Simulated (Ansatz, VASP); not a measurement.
# ZnO in VASP and in Ansatz

The input INCAR:

```
SYSTEM = ZnO
PREC = Accurate
ENCUT = 520
EDIFF = 1E-6
ISMEAR = 0
SIGMA = 0.01
LREAL = .False.
LASPH = .True.
NELM = 80
ALGO = Normal
ISIF = 2
LWAVE = .False.
LCHARG = .False.
GGA = PE
NBANDS = 16
```

The input KPOINTS:

```
regular mesh
0
Gamma
  8 8 8
  0 0 0
```

POSCAR

```
ZnO
1.0
    0.0000000000      2.1337703828      2.1337703828
    2.1337703828      0.0000000000      2.1337703828
    2.1337703828      2.1337703828      0.0000000000
Zn O
1 1
Direct
    0.0000000000      0.0000000000      0.0000000000
    0.5000000000      0.5000000000      0.5000000000
```

Input for Ansatz:

```yaml
crystal:
  lattice:
    - [0.0, 2.1337703828, 2.1337703828]
    - [2.1337703828, 0.0, 2.1337703828]
    - [2.1337703828, 2.1337703828, 0.0]
  atoms:
    - { symbol: Zn, position: [0.0, 0.0, 0.0] }
    - { symbol: O, position: [0.5, 0.5, 0.5] }
kpoints:
  mp_grid: { grid: [8, 8, 8] }
hamiltonian:
  xc: pbe
scf:
  occupations: { method: fixed }
  n_extra_bands: 4
  mixing: { preconditioner: none }
output:
  forces: true
  stress: true
  eigenvalues: true
```

Alike in both runs: task single point; functional PBE; k mesh 8 × 8 × 8; no spin polarisation.

```csv
,VASP,Ansatz
version,VASP 6.6.1,Ansatz 0.2.0
potentials or method,"VASP PAW PBE potentials, release 64 (Zn, O)",plane waves
plane-wave cutoff (eV),520,420
occupations,"gaussian, width 0.01 eV",fixed
valence electrons in the cell,18,18
```

```tsv
	VASP	Ansatz	Ansatz less VASP
gap on the k mesh at the Fermi level (eV)	0.92	0.95	+0.034
pressure (GPa)	9.1	7.9	-1.17
```
